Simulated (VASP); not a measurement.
# PbS (R3m) in VASP: notebook, part 2 of 2

VASP 6.6.1. Earlier steps stand in the parts before.

## 3. Relaxation of cell and atoms, PBEsol+D3(BJ)

Contents of INCAR:

```
PREC     = Accurate       # precision mode
ENCUT    = 600            # plane-wave cutoff, eV
EDIFF    = 1E-7           # SCF threshold, eV
ISMEAR   = -1             # smearing method
SIGMA    = 0.05           # smearing width, eV
LREAL    = F              # projectors in reciprocal space
LASPH    = T              # aspherical terms in the spheres
NELM     = 100            # most SCF steps
ALGO     = Normal         # electronic algorithm
ISIF     = 3              # what is computed and relaxed
LWAVE    = F              # write WAVECAR
LCHARG   = F              # write CHGCAR
GGA      = PS             # functional
IVDW     = 12             # dispersion correction
IBRION   = 2              # ionic algorithm
NSW      = 60             # ionic steps
EDIFFG   = -0.01          # ionic threshold
```

Contents of KPOINTS:

```
regular mesh
0
Gamma
  8 8 8
```

Contents of POSCAR:

```
PbS
1.0
    2.1126617058      1.2197458045      3.4519162518
   -2.1126617058      1.2197458045      3.4519162518
    0.0000000000     -2.4394916091      3.4519162518
Pb S
1 1
Direct
    0.9805657800      0.9805657800      0.9805657800
    0.4750355500      0.4750355500      0.4750355500
```

Potentials or basis: VASP PAW PBE potentials, release 64 (Pb_d, S).

Launch:

```
> cat potpaw_PBE.64/Pb_d/POTCAR potpaw_PBE.64/S/POTCAR > POTCAR
> mpirun -np 1 vasp_std > vasp.out
```

It took 1.7 min on 1 thread of Intel Xeon 6975P-C (Granite Rapids), shared host; peak memory 0.24 GiB.

Results (log left out):

- Free energy: -10.1382 eV
- Relaxed volume: 24.80 Å³/atom
- Relaxed cell: a = 4.125 Å, b = 4.125 Å, c = 4.125 Å, α = 59.98°, β = 59.98°, γ = 59.98°
- Space group after relaxing (to 0.05 Å): Fm-3m (No. 225)
- Energy gained by relaxing: 25.5 meV/atom
- Ionic steps: 7
- Pressure after relaxing: 0.0 GPa
- Largest force after relaxing: 0.010 eV/Å
- Band gap on the k mesh: 0.06 eV, direct
- Dispersion energy per atom: -0.346 eV

Forces on the atoms (eV/Å):
```
Pb   0.000  0.000 -0.010
S    0.000  0.000  0.010
```

The path:
```csv
step,energy change (eV),largest force (eV/Å),pressure (GPa),volume (Å³)
1,0.0000,0.0072,-4.01,53.37
2,-0.0435,0.0632,1.68,48.38
3,-0.0498,0.0468,0.01,49.61
4,-0.0498,0.0459,-0.08,49.69
5,-0.0500,0.0417,-0.09,49.68
6,-0.0505,0.0299,-0.07,49.65
7,-0.0510,0.0099,-0.03,49.61
```

Final structure:
```xyz
2
Lattice="2.0619 1.1904 3.3686 -2.0619 1.1904 3.3686 0.0000 -2.3808 3.3686" Properties=species:S:1:pos:R:3 pbc="T T T"
Pb    0.0000    0.0000    9.8882
S     0.0000    0.0000    4.8217
```

Levels at points of the mesh, in eV from the valence-band top:
| k point | band 6 | band 7 | band 8 | band 9 | band 10 | band 11 | band 12 | band 13 | band 14 |
| --- | --- | --- | --- | --- | --- | --- | --- | --- | --- |
| (0.00, 0.00, 0.00) | -14.14 | -6.02 | -2.49 | -2.49 | -2.49 | 5.24 | 5.25 | 5.25 | 6.45 |
| (0.50, 0.00, 0.00) | -12.74 | -9.27 | -2.05 | -2.05 | 0.00 | 0.06 | 1.71 | 1.72 | 8.49 |
| (0.50, 0.50, 0.00) | -12.20 | -7.38 | -5.76 | -3.87 | -3.87 | 3.43 | 5.63 | 5.77 | 5.78 |
| (0.50, 0.50, 0.50) | -12.74 | -9.27 | -2.05 | -2.05 | -0.01 | 0.08 | 1.72 | 1.72 | 8.49 |

Caveat: the PAW data sets were made with another functional, which shifts forces and pressure a little; spin-orbit coupling is left out, which moves the levels of the heavy elements.

## 4. Relaxation of cell and atoms, PBEsol+D4

Contents of INCAR:

```
ALGO     = Normal         # electronic algorithm
EDIFF    = 1E-7           # SCF threshold, eV
EDIFFG   = -0.01          # ionic threshold
ENCUT    = 600            # plane-wave cutoff, eV
GGA      = PS             # functional
IBRION   = 2              # ionic algorithm
ISIF     = 3              # what is computed and relaxed
ISMEAR   = -1             # smearing method
IVDW     = 13             # dispersion correction
LASPH    = T              # aspherical terms in the spheres
LCHARG   = F              # write CHGCAR
LREAL    = F              # projectors in reciprocal space
LWAVE    = F              # write WAVECAR
NELM     = 80             # most SCF steps
NSW      = 60             # ionic steps
PREC     = Accurate       # precision mode
SIGMA    = 0.05           # smearing width, eV
```

Contents of KPOINTS:

```
k-points
0
Gamma
  8 8 8
```

POSCAR is that of step 3.

Launch:

```
> cat potpaw_PBE.64/Pb_d/POTCAR potpaw_PBE.64/S/POTCAR > POTCAR
> mpirun -np 1 vasp_std > vasp.out
```

Run time: 2.1 min. Hardware: 1 thread of Intel Xeon 6975P-C (Granite Rapids), shared host; peak memory 0.24 GiB.

The run converged. Its results:

```
Free energy                            : -9.9066 eV
Relaxed volume                         : 25.15 Å³/atom
Relaxed cell                           : a = 4.145 Å, b = 4.145 Å, c = 4.145 Å, α = 59.97°, β = 59.97°, γ = 59.97°
Space group after relaxing (to 0.05 Å) : Fm-3m (No. 225)
Energy gained by relaxing              : 16.3 meV/atom
Ionic steps                            : 9
Pressure after relaxing                : 0.0 GPa
Band gap on the k mesh                 : 0.11 eV, indirect (the least direct gap lies 4.4 meV higher)
Dispersion energy per atom             : -0.227 eV
```

The path:
```csv
step,energy change (eV),largest force (eV/Å),pressure (GPa),volume (Å³)
1,0.0000,0.0059,-3.17,53.37
2,-0.0281,0.0484,1.23,49.40
3,-0.0317,0.0372,0.02,50.34
4,-0.0317,0.0365,-0.06,50.40
5,-0.0318,0.0338,-0.06,50.39
6,-0.0321,0.0261,-0.04,50.37
7,-0.0325,0.0129,-0.02,50.34
8,-0.0326,0.0104,0.06,50.27
9,-0.0327,0.0008,0.01,50.30
```

Final structure:
```yaml
crystal:
  lattice:
    - [2.07119, 1.19580, 3.38484]
    - [-2.07119, 1.19580, 3.38484]
    - [0.00000, -2.39161, 3.38484]
  atoms:
    - { symbol: Pb, position: [0.97783, 0.97783, 0.97783] }
    - { symbol: S, position: [0.47777, 0.47777, 0.47777] }
```

Levels at points of the mesh, in eV from the valence-band top:
```csv
k point,band 7,band 8,band 9,band 10,band 11,band 12,band 13,band 14
"(0.00, 0.00, 0.00)",-6.04,-2.41,-2.40,-2.40,5.22,5.22,5.22,6.51
"(0.50, 0.00, 0.00)",-9.17,-1.98,-1.98,0.00,0.11,1.76,1.76,8.49
"(0.50, 0.50, 0.00)",-7.35,-5.63,-3.76,-3.76,3.51,5.60,5.73,5.73
"(0.50, 0.50, 0.50)",-9.17,-1.98,-1.98,0.00,0.11,1.77,1.77,8.49
```

Caveat: the PAW data sets were made with another functional, which shifts forces and pressure a little; spin-orbit coupling is left out, which moves the levels of the heavy elements.

## 5. Relaxation of cell and atoms, RPBE+D3(BJ)

Contents of INCAR:

```
PREC = Accurate ; ENCUT = 600
EDIFF = 1E-6 ; ISMEAR = -1
SIGMA = 0.05 ; LREAL = False
LASPH = True ; NELM = 100
ALGO = Normal ; ISIF = 3
LWAVE = False ; LCHARG = False
GGA = RP ; IVDW = 12
IBRION = 2 ; NSW = 60
EDIFFG = -0.01
```

Contents of KPOINTS:

```
regular mesh
0
Gamma
  8 8 8
```

POSCAR is that of step 4.

Launch:

```
> cat potpaw_PBE.64/Pb_d/POTCAR potpaw_PBE.64/S/POTCAR > POTCAR
> mpirun -np 1 vasp_std > vasp.out
```

Wall time 2 min (1 thread of Intel Xeon 6975P-C (Granite Rapids), shared host); peak memory 0.26 GiB.

The run converged. Its results:

* Free energy: -11.5647 eV
* Relaxed volume: 21.72 Å³/atom
* Relaxed cell: a = 3.946 Å, b = 3.946 Å, c = 3.946 Å, α = 60.01°, β = 60.01°, γ = 60.01°
* Space group after relaxing (to 0.05 Å): Fm-3m (No. 225)
* Energy gained by relaxing: 211.4 meV/atom
* Ionic steps: 10
* Pressure after relaxing: 0.0 GPa
* Largest force after relaxing: 0.007 eV/Å
* Band gap on the k mesh: 0.44 eV, indirect (the least direct gap lies 0.9 meV higher)
* Dispersion energy per atom: -2.061 eV

Forces on the atoms (eV/Å):
```
Pb   0.000  0.000 -0.007
S    0.000  0.000  0.007
```

Step by step:
```tsv
step	energy change (eV)	largest force (eV/Å)	pressure (GPa)	volume (Å³)
1	0.0000	0.0401	-11.31	53.37
2	-0.3362	0.2693	8.33	40.10
3	-0.4178	0.1972	-0.07	43.51
4	-0.4176	0.2008	0.31	43.33
5	-0.4206	0.1269	0.35	43.29
6	-0.4225	0.0165	0.44	43.23
7	-0.4224	0.0085	-0.50	43.69
8	-0.4228	0.0148	0.00	43.44
9	-0.4228	0.0131	-0.01	43.45
10	-0.4228	0.0071	-0.03	43.45
```

Final structure:
```
CELL_PARAMETERS angstrom
1.97307 1.13915 3.22158
-1.97307 1.13915 3.22158
0.00000 -2.27831 3.22158
ATOMIC_POSITIONS crystal
Pb 0.97791 0.97791 0.97791
S 0.47769 0.47769 0.47769
```

Levels at points of the mesh, in eV from the valence-band top:
```csv
k point,band 8,band 9,band 10,band 11,band 12,band 13
"(0.00, 0.00, 0.00)",-3.09,-3.09,-3.09,5.93,5.93,5.93
"(0.50, 0.00, 0.00)",-2.51,-2.51,0.00,0.44,1.60,1.60
"(0.50, 0.50, 0.00)",-6.81,-4.66,-4.66,3.14,6.37,6.58
"(0.50, 0.50, 0.50)",-2.51,-2.51,0.00,0.44,1.60,1.60
```

Caveat: the volume moved by over 15 % at a fixed basis, so the end points are rough; the PAW data sets were made with another functional, which shifts forces and pressure a little; spin-orbit coupling is left out, which moves the levels of the heavy elements.

## 6. Single point, PBE

Contents of INCAR:

```
SYSTEM = PbS
PREC = Accurate
ENCUT = 520
EDIFF = 1E-6
ISMEAR = -1
SIGMA = 0.05
LREAL = .FALSE.
LASPH = .TRUE.
NELM = 80
ALGO = Normal
ISIF = 2
LWAVE = .FALSE.
LCHARG = .FALSE.
GGA = PE
NBANDS = 17
```

Contents of KPOINTS:

```
Automatic mesh
0
G
  6 6 6
  0 0 0
```

POSCAR is that of step 5.

Potentials or basis: VASP PAW PBE potentials, release 64 (Pb_d, S).

Launch:

```
> cat potpaw_PBE.64/Pb_d/POTCAR potpaw_PBE.64/S/POTCAR > POTCAR
> mpirun -np 1 vasp_std > vasp.out
```

It took 11 s on 1 thread of Intel Xeon 6975P-C (Granite Rapids), shared host; peak memory 0.18 GiB.

The run converged. Its results:

```yaml
Free_energy: -8.7687 eV
Pressure: 0.8 GPa
Largest_force: 0.013 eV/Å
Band_gap_on_the_k_mesh: 0.46 eV, direct
```

Forces in eV/Å, atoms in the order of the input:
```
Pb   0.000  0.000 -0.013
S    0.000  0.000  0.013
```

Levels at points of the mesh, in eV from the valence-band top:
```tsv
k point	band 7	band 8	band 9	band 10	band 11	band 12	band 13	band 14
(0.00, 0.00, 0.00)	-6.04	-2.03	-2.03	-2.03	5.14	5.17	5.17	6.83
(0.50, 0.00, 0.00)	-8.69	-1.67	-1.67	0.00	0.46	2.05	2.06	8.66
(0.50, 0.50, 0.00)	-7.14	-4.97	-3.27	-3.26	3.97	5.53	5.63	5.65
(0.50, 0.50, 0.50)	-8.68	-1.66	-1.66	-0.03	0.49	2.05	2.05	8.65
```

Caveat: spin-orbit coupling is left out, which moves the levels of the heavy elements.

## 7. Overview

```tsv
task	level	cell	k mesh	cutoff (eV)	smearing	gap on the mesh (eV)	pressure (GPa)	relaxed volume (Å³/atom)	largest force (eV/Å)
single point	RPBE	as given	8 × 8 × 8	520	gaussian 0.02 eV	0.56	2.7	-	0.02
relaxation of cell and atoms	PBEsol+D3(BJ)	relaxed	8 × 8 × 8	600	fermi-dirac 0.05 eV	0.06	0.0	24.80	0.01
relaxation of cell and atoms	PBEsol+D4	relaxed	8 × 8 × 8	600	fermi-dirac 0.05 eV	0.11	0.0	25.15	-
relaxation of cell and atoms	RPBE+D3(BJ)	relaxed	8 × 8 × 8	600	fermi-dirac 0.05 eV	0.44	0.0	21.72	0.01
single point	PBE	as given	6 × 6 × 6	520	fermi-dirac 0.05 eV	0.46	0.8	-	0.01
```

Alike in all rows: potentials or basis VASP PAW PBE potentials, release 64 (Pb_d, S); no spin polarisation.

Caveats: spin-orbit coupling is left out, which moves the levels of the heavy elements; the PAW data sets were made with another functional, which shifts forces and pressure a little (some runs); the volume moved by over 15 % at a fixed basis, so the end points are rough (some runs).

Absolute energies hang on the potentials; compare differences alone.
